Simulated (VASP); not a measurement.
A run of VASP 6.6.1 is set up as follows.

File INCAR:

```
PREC     = Accurate       # precision mode
ENCUT    = 520            # plane-wave cutoff, eV
EDIFF    = 1E-6           # SCF threshold, eV
ISMEAR   = 0              # smearing method
SIGMA    = 0.05           # smearing width, eV
LREAL    = False          # projectors in reciprocal space
LASPH    = True           # aspherical terms in the spheres
NELM     = 100            # most SCF steps
ALGO     = Fast           # electronic algorithm
ISIF     = 2              # what is computed and relaxed
LWAVE    = False          # write WAVECAR
LCHARG   = False          # write CHGCAR
GGA      = PE             # functional
NBANDS   = 8              # bands
```

Contents of KPOINTS:

```
regular mesh
0
Gamma
  18 18 18
```

Contents of POSCAR:

```
Al
1.0
   -1.6179826854      1.6179826854      1.6179826854
    1.6179826854     -1.6179826854      1.6179826854
    1.6179826854      1.6179826854     -1.6179826854
Al
1
Direct
    0.0000000000      0.0000000000      0.0000000000
```

Potentials or basis: VASP PAW PBE potentials, release 64 (Al).

Run with:

```console
$ cat potpaw_PBE.64/Al/POTCAR > POTCAR
$ mpirun -np 1 vasp_std > vasp.out
```

(1) Estimate the pressure.

Results:

(1) 0.0 GPa.
